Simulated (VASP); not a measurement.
# AgI (P6_3mc) in VASP: notebook

Runs on AgI. Level: LDA. Tasks: single point.

Program: VASP 6.6.1. These are calculated values, not measurements. Logs are shortened: lines on timing, memory, paths and dates and some standing lists are left out, and cuts for length are marked.

## 1. The cell of the first run

It takes space group P6_3mc (No. 186, hexagonal). The conventional cell has a = 4.463 Å, b = 4.463 Å, c = 7.363 Å, α = 90.00°, β = 90.00°, γ = 120.00°. Ag (site symmetry 3m) has 4 I at 2.74 to 2.76 Å within 3.6 Å. I (site symmetry 3m) has 4 Ag at 2.74 to 2.76 Å within 3.6 Å.

## 2. Single point, LDA (in-plane strain -0.005)

Input file INCAR:

```
  ALGO = Normal
  EDIFF = 1E-6
  ENCUT = 500
  GGA = CA
  GGA_COMPAT = False
  ISIF = 2
  ISMEAR = 0
  LASPH = True
  LCHARG = False
  LREAL = False
  LWAVE = False
  NBANDS = 26
  NELM = 120
  PREC = Accurate
  SIGMA = 0.01
```

Input file KPOINTS:

```
k-points
0
Gamma
  6 6 4
```

Input file POSCAR:

```
AgI
1.0
    4.4625647430      0.0000000000      0.0000000000
   -2.2312823715      3.8646944334      0.0000000000
    0.0000000000      0.0000000000      7.3625962369
Ag I
2 2
Direct
    0.6666666667      0.3333333333      0.6277265145
    0.3333333333      0.6666666667      0.1277265145
    0.6666666667      0.3333333333      0.0022734855
    0.3333333333      0.6666666667      0.5022734855
```

Potentials or basis: VASP PAW LDA potentials, release 64 (Ag, I).

Started as:

```console
cat potpaw_LDA.64/Ag/POTCAR potpaw_LDA.64/I/POTCAR > POTCAR
mpirun -np 1 vasp_std > vasp.out
```

OUTCAR:

```text
EDIFF = 1E-6
   ENCUT = 500
   GGA = CA
   ISIF = 2
   ISMEAR = 0
   LASPH = True
   LREAL = False
   NELM = 120
   PREC = Accurate

 ion  position               nearest neighbor table
   1  0.667  0.333  0.628-   4 2.74   4 2.74   4 2.74   3 2.76
   2  0.333  0.667  0.128-   3 2.74   3 2.74   3 2.74   4 2.76
   3  0.667  0.333  0.002-   2 2.74   2 2.74   2 2.74   1 2.76
   4  0.333  0.667  0.502-   1 2.74   1 2.74   1 2.74   2 2.76

  LATTYP: Found a hexagonal cell.
 ALAT       =     4.4625647430
 C/A-ratio  =     1.6498575731

  Lattice vectors:

 A1 = (   4.4625647430,   0.0000000000,   0.0000000000)
 A2 = (  -2.2312823715,   3.8646944334,   0.0000000000)
 A3 = (   0.0000000000,   0.0000000000,   7.3625962369)

Analysis of symmetry for initial positions (statically):
=====================================================================
 Subroutine PRICEL returns:
 Original cell was already a primitive cell.

 Routine SETGRP: Setting up the symmetry group for a
 hexagonal supercell.

 Subroutine GETGRP returns: Found 12 space group operations
 (whereof  6 operations were pure point group operations)
 out of a pool of 24 trial point group operations.

The static configuration has the point symmetry C_3v.
 The point group associated with its full space group is C_6v.

Analysis of symmetry for dynamics (positions and initial velocities):
=====================================================================
 Subroutine PRICEL returns:
 Original cell was already a primitive cell.

 Routine SETGRP: Setting up the symmetry group for a
 hexagonal supercell.

 Subroutine GETGRP returns: Found 12 space group operations
 (whereof  6 operations were pure point group operations)
 out of a pool of 24 trial point group operations.

The dynamic configuration has the point symmetry C_3v.
 The point group associated with its full space group is C_6v.

 Subroutine INISYM returns: Found 12 space group operations
 (whereof  6 operations are pure point group operations),
 and found     1 'primitive' translations

----------------------------------------------------------------------------------------

                                     Primitive cell

  volume of cell :     126.9786

  direct lattice vectors                    reciprocal lattice vectors
     4.462564743  0.000000000  0.000000000     0.224086385  0.129376335  0.000000000
    -2.231282371  3.864694433  0.000000000     0.000000000  0.258752669  0.000000000
     0.000000000  0.000000000  7.362596237     0.000000000  0.000000000  0.135821654

  length of vectors
     4.462564743  4.462564743  7.362596237     0.258752669  0.258752669  0.135821654

  position of ions in fractional coordinates (direct lattice)
     0.666666667  0.333333333  0.627726514
     0.333333333  0.666666667  0.127726514
     0.666666667  0.333333333  0.002273485
     0.333333333  0.666666667  0.502273485

  ion indices of the primitive-cell ions
   primitive index   ion index
                 1           1
                 2           2
                 3           3
                 4           4

----------------------------------------------------------------------------------------

 KPOINTS: k-points

Automatic generation of k-mesh.
 Grid dimensions read from file:
 generate k-points for:    6    6    4

 Generating k-lattice:

  Cartesian coordinates                     Fractional coordinates (reciprocal lattice)
     0.037347731  0.021562722  0.000000000     0.166666667  0.000000000  0.000000000
     0.000000000  0.043125445  0.000000000     0.000000000  0.166666667  0.000000000
     0.000000000  0.000000000  0.033955414     0.000000000  0.000000000  0.250000000

  Length of vectors
     0.043125445  0.043125445  0.033955414

  Shift w.r.t. Gamma in fractional coordinates (k-lattice)
     0.000000000  0.000000000  0.000000000

 Subroutine IBZKPT returns following result:
 ===========================================

 Found     21 irreducible k-points:

 Following reciprocal coordinates:
            Coordinates               Weight
  0.000000  0.000000  0.000000      1.000000
  0.166667  0.000000  0.000000      6.000000
  0.333333  0.000000  0.000000      6.000000
  0.500000  0.000000  0.000000      3.000000
  0.166667  0.166667  0.000000      6.000000
  0.333333  0.166667  0.000000     12.000000
[... 13 lines left out ...]
  0.333333  0.166667  0.500000     12.000000
  0.333333  0.333333  0.500000      2.000000
   k-points           NKPTS =     21   k-points in BZ     NKDIM =     21   number of bands    NBANDS=     26
   number of dos      NEDOS =    301   number of ions     NIONS =      4
   total plane-waves  NPLWV =  69984
   dimension x,y,z NGX =    36 NGY =   36 NGZ =   54
   dimension x,y,z NGXF=    72 NGYF=   72 NGZF=  108
   ions per type =               2   2
   NGX,Y,Z   is equivalent  to a cutoff of  13.41, 13.41, 12.19 a.u.
   NGXF,Y,Z  is equivalent  to a cutoff of  26.82, 26.82, 24.39 a.u.
 SYSTEM =  unknown system
   PREC   = accura    normal or accurate (medium, high low for compatibility)
   ISTART =      0    job   : 0-new  1-cont  2-samecut
   ICHARG =      2    charge: 1-file 2-atom 10-const
   ISPIN  =      1    spin polarized calculation?
   LNONCOLLINEAR =      F non collinear calculations
   LSORBIT =      F    spin-orbit coupling
   LASPH  =      T    aspherical Exc in radial PAW
   ENCUT  =  500.0 eV  36.75 Ry    6.06 a.u.   8.14  8.14 13.42*2*pi/ulx,y,z
   NELM   =    120;   NELMIN=  2; NELMDL= -5     # of ELM steps
   EDIFF  = 0.1E-05   stopping-criterion for ELM
   LREAL  =      F    real-space projection
   EDIFFG = 0.1E-04   stopping-criterion for IOM
   NSW    =      0    number of steps for IOM
   IBRION =     -1    ionic relax: 0-MD 1-quasi-New 2-CG
   NFREE  =      0    steps in history (QN), initial steepest desc. (CG)
   ISIF   =      2    stress and relaxation
   ISYM   =      2    0-nonsym 1-usesym 2-fastsym
   POTIM  = 0.5000    time-step for ionic-motion
   TEBEG  =    0.0;   TEEND  =   0.0 temperature during run
   PSTRESS=    0.0 pullay stress
   NELECT =      36.0000    total number of electrons
   NUPDOWN=      -1.0000    fix difference up-down
   EMIN   =  10.00;   EMAX   =-10.00  energy-range for DOS
   EFERMI =   0.00;   METHOD = LEGACY
   ISMEAR =     0;   SIGMA  =   0.01  broadening in eV -4-tet -1-fermi 0-gaus
   EFERMI_NEDOS =   21; number of points for ismear=-14 and -15
   IALGO  =     38    algorithm
   IMIX   =      4    mixing-type and parameters
     AMIX     =   0.40;   BMIX     =  1.00
     AMIX_MAG =   1.60;   BMIX_MAG =  1.00
  volume/ion in A,a.u.               =      31.74       214.22
  Fermi-wavevector in a.u.,A,eV,Ry     =   1.075471  2.032346 15.737019  1.156638
  Thomas-Fermi vector in A             =   2.211329
   LORBIT       =      0    0 simple, 1 ext, 2 COOP (PROOUT), +10 PAW based schemes
   GGA     = CA    functional components
   LHFCALC =     F    Hartree Fock is set to
   AEXX    =    0.0000 exact exchange contribution
   IVDW    =     0    specifies the selected vdW correction
   LEPSILON=     F    determine dielectric tensor
   LRPA    =     F    only Hartree local field effects (RPA)
 non-spin polarized calculation
 Gauss-broadening in eV      SIGMA  =   0.01
  energy-cutoff  :      500.00
  volume of cell :      126.98
 maximum number of plane-waves:      3240
 NGX is ok and might be reduce to    36
   NGX = 17   NGY = 17   NGZ = 27

 number of electron      35.9999997 magnetization

 Free energy of the ion-electron system (eV)
  ---------------------------------------------------
  ext. energy  EPLUGINS =         0.00000000
  ---------------------------------------------------
  free energy    TOTEN  =       -12.24282975 eV

  energy without entropy =      -12.24282975  energy(sigma->0) =      -12.24282975

 E-fermi :   3.9174     XC(G=0):  -9.1900

 val. band max:        3.8154318743   @ k =   0.0000   0.0000   0.0000
 cond. band min:       4.9321667680   @ k =   0.0000   0.0000   0.0000
 fundamental gap:      1.1167348938
 Fermi energy:         3.9173708675

 k-point     1 :       0.0000    0.0000    0.0000
  band No.  band energies     occupation
      1      -9.5020      2.00000
      2      -9.1456      2.00000
      3      -0.9197      2.00000
      4      -0.9197      2.00000
      5      -0.9171      2.00000
      6      -0.9135      2.00000
[... 18 lines left out ...]
     25      10.3101      0.00000
     26      11.0433      0.00000

 k-point     2 :       0.1667    0.0000    0.0000
  band No.  band energies     occupation
      1      -9.4236      2.00000
      2      -9.1056      2.00000
      3      -0.9958      2.00000
      4      -0.8730      2.00000
      5      -0.8701      2.00000
      6      -0.7888      2.00000
[... 18 lines left out ...]
     25      10.5694      0.00000
     26      10.9031      0.00000

 k-point     3 :       0.3333    0.0000    0.0000
  band No.  band energies     occupation
      1      -9.2474      2.00000
      2      -9.0357      2.00000
      3      -1.0955      2.00000
      4      -0.9074      2.00000
      5      -0.7801      2.00000
      6      -0.6516      2.00000
[... 18 lines left out ...]
     25      10.9875      0.00000
     26      11.6240      0.00000

 k-point     4 :       0.5000    0.0000    0.0000
  band No.  band energies     occupation
      1      -9.1371      2.00000
      2      -9.0181      2.00000
      3      -1.0738      2.00000
      4      -0.9891      2.00000
      5      -0.7420      2.00000
      6      -0.5497      2.00000
[... 18 lines left out ...]
     25      11.2425      0.00000
     26      12.8838      0.00000

 k-point     5 :       0.1667    0.1667    0.0000
  band No.  band energies     occupation
      1      -9.2952      2.00000
      2      -9.0509      2.00000
      3      -1.0148      2.00000
      4      -0.9007      2.00000
      5      -0.7976      2.00000
      6      -0.7425      2.00000
[... 18 lines left out ...]
     25      11.1574      0.00000
     26      11.1997      0.00000

 k-point     6 :       0.3333    0.1667    0.0000
  band No.  band energies     occupation
      1      -9.1394      2.00000
      2      -9.0171      2.00000
      3      -0.9964      2.00000
      4      -0.8588      2.00000
      5      -0.7551      2.00000
      6      -0.5832      2.00000
[... 340 lines left out ...]
 k-point    18 :       0.5000    0.0000    0.5000
  band No.  band energies     occupation
      1      -9.0751      2.00000
      2      -9.0751      2.00000
      3      -1.1966      2.00000
      4      -1.1966      2.00000
      5      -0.5961      2.00000
      6      -0.5961      2.00000
[... 18 lines left out ...]
     25      11.1660      0.00000
     26      11.1660      0.00000

 k-point    19 :       0.1667    0.1667    0.5000
  band No.  band energies     occupation
      1      -9.1737      2.00000
      2      -9.1737      2.00000
      3      -1.1111      2.00000
      4      -1.1111      2.00000
      5      -0.7632      2.00000
      6      -0.7632      2.00000
[... 18 lines left out ...]
     25      10.7331      0.00000
     26      10.7331      0.00000

 k-point    20 :       0.3333    0.1667    0.5000
  band No.  band energies     occupation
      1      -9.0759      2.00000
      2      -9.0759      2.00000
      3      -1.1022      2.00000
      4      -1.1022      2.00000
      5      -0.6884      2.00000
      6      -0.6884      2.00000
[... 18 lines left out ...]
     25      11.2171      0.00000
     26      11.2171      0.00000

 k-point    21 :       0.3333    0.3333    0.5000
  band No.  band energies     occupation
      1      -9.0431      2.00000
      2      -9.0431      2.00000
      3      -0.9592      2.00000
      4      -0.9592      2.00000
      5      -0.7698      2.00000
      6      -0.7698      2.00000
[... 18 lines left out ...]
     25      11.8340      0.00000
     26      11.8340      0.00000

------------------------ aborting loop because EDIFF is reached ----------------------------------------

  FORCE on cell =-STRESS in cart. coord.  units (eV):
  Direction    XX          YY          ZZ          XY          YZ          ZX
  --------------------------------------------------------------------------------------
  -------------------------------------------------------------------------------------
  Total        0.4012913      0.4012913     -0.0469102      0.0000000      0.0000000      0.0000000
  in kB        5.0633702      5.0633702     -0.5918990      0.0000000      0.0000000      0.0000000
  external PRESSURE =       3.1782804 kB  Pullay stress =       0.0000000 kB

 VOLUME and BASIS-vectors are now :
 -----------------------------------------------------------------------------
  energy-cutoff  :      500.00
  volume of cell :      126.98
      direct lattice vectors                 reciprocal lattice vectors
     4.462564743  0.000000000  0.000000000     0.224086385  0.129376335  0.000000000
    -2.231282371  3.864694433  0.000000000     0.000000000  0.258752669  0.000000000
     0.000000000  0.000000000  7.362596237     0.000000000  0.000000000  0.135821654

 POSITION                                       TOTAL-FORCE (eV/Angst)
 -----------------------------------------------------------------------------------
      2.23128      1.28823      4.62170        -0.000000     -0.000000      0.051584
     -0.00000      2.57646      0.94040         0.000000     -0.000000      0.051584
      2.23128      1.28823      0.01674        -0.000000     -0.000000     -0.051584
     -0.00000      2.57646      3.69804         0.000000      0.000000     -0.051584
 -----------------------------------------------------------------------------------
    total drift:                               -0.000000      0.000000     -0.000563

  FREE ENERGIE OF THE ION-ELECTRON SYSTEM (eV)
  ---------------------------------------------------
  free  energy   TOTEN  =       -12.2428297541 eV

  energy  without entropy=      -12.2428297541  energy(sigma->0) =      -12.24282975
```

It took 27 s on 1 thread of Intel Xeon 6975P-C (Granite Rapids), shared host; peak memory 0.23 GiB.

Results:

| Property | Result |
| --- | --- |
| Free energy | -12.2428 eV |
| Pressure | 0.3 GPa |
| Largest force | 0.052 eV/Å |
| Band gap on the k mesh | 1.12 eV |

Forces on the atoms (eV/Å):
```
Ag   0.000  0.000  0.052
Ag   0.000  0.000  0.052
I    0.000  0.000 -0.052
I    0.000  0.000 -0.052
```

Levels at points of the mesh, in eV from the valence-band top:
| k point | band 15 | band 16 | band 17 | band 18 | band 19 | band 20 | band 21 | band 22 |
| --- | --- | --- | --- | --- | --- | --- | --- | --- |
| (0.00, 0.00, 0.00) | -0.82 | -0.11 | 0.00 | 0.00 | 1.12 | 2.42 | 5.52 | 5.52 |
| (0.50, 0.00, 0.00) | -2.58 | -2.07 | -1.27 | -0.85 | 3.17 | 3.34 | 4.49 | 5.80 |
| (0.00, 0.00, 0.50) | -0.43 | -0.43 | -0.43 | -0.43 | 2.48 | 2.48 | 5.42 | 5.42 |
| (0.50, 0.00, 0.50) | -1.48 | -1.48 | -1.46 | -1.46 | 2.97 | 2.97 | 4.62 | 4.62 |

Caveat: the cell differs from its parent crystal (in-plane strain -0.005); spin-orbit coupling is left out, which moves the levels of the heavy elements.

(Continued in part 2 of 2.)
